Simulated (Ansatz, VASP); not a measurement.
**MoS2 in VASP and in Ansatz**

```
Mo S
1.0
     3.14773    0.00000    0.00000
    -1.57387    2.72601    0.00000
     0.00000    0.00000   12.24129
Mo S
2 4
Direct
  0.66667 0.33333 0.75000
  0.33333 0.66667 0.25000
  0.66667 0.33333 0.37700
  0.33333 0.66667 0.87700
  0.66667 0.33333 0.12300
  0.33333 0.66667 0.62300
```

Alike in both runs: task single point; functional PBE; k mesh 10 × 10 × 3; occupations fermi-dirac, width 0.05 eV; no spin polarisation.

|  | VASP | Ansatz |
| --- | --- | --- |
| version | VASP 6.6.1 | Ansatz 0.2.0 |
| potentials or method | VASP PAW PBE potentials, release 64 (Mo_sv, S) | Ansatz PAW |
| plane-wave cutoff (eV) | 520 | 420 |
| valence electrons in the cell | 52 | 52 |

Ansatz gave:

| Item | Value |
| --- | --- |
| gap on the k mesh at the Fermi level (eV) | 0.91 |
| least direct gap on the mesh (eV) | 1.92 |
| pressure (GPa) | 5.2 |
| traceless stress, the component that is largest in VASP (GPa) | 0.51 |
| rms of the force components (eV/Å) | 0.125 |

Task: Estimate VASP's values.

Result: gap on the k mesh at the Fermi level (eV): 0.92; least direct gap on the mesh (eV): 1.92; pressure (GPa): 5.1; traceless stress, the component that is largest in VASP (GPa): 0.48; rms of the force components (eV/Å): 0.118.

Atom by atom the forces differ by 0.007 eV/Å (rms over components). With one functional, cell and mesh, what is left measures potentials, basis and numerics.

Noted on Ansatz's run: odd divisions of the mesh miss points on the zone boundary, where band edges often lie, so the gap on the mesh can be too wide.
